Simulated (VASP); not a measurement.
Ir, 1 atom in the cell. Symmetry: Fm-3m, No. 225, cubic system. The conventional cell has a = 3.704 Å, b = 3.704 Å, c = 3.704 Å, α = 90.00°, β = 90.00°, γ = 90.00°. Within 3.5 Å of Ir (site symmetry m-3m) lie 12 Ir at 2.62 Å. 

```yaml
Program: VASP 6.6.1
Task: single point
Functional: PBEsol
Potentials_or_basis: VASP PAW PBE potentials, release 64 (Ir)
Cutoff: 520 eV
k_mesh: 48 × 48 × 48
Occupations: gaussian, width 0.1 eV
Spin: no spin polarisation
Dipole_correction: no
Further_INCAR_settings: ALGO = Fast; EDIFF = 1e-07; NBANDS = 10
```

Potentials or basis: VASP PAW PBE potentials, release 64 (Ir).

Run with:

```bash
$ cat potpaw_PBE.64/Ir/POTCAR > POTCAR
$ mpirun -np 1 vasp_std > vasp.out
```

Hardware: 1 thread of AMD EPYC 7R13, with other jobs on the host.

Question: Estimate the wall time of this run.

Answer: Wall time 12 min on 1 thread of AMD EPYC 7R13 (shared host), peak memory 0.44 GiB. Counts: scf iterations 19, k points 2769.
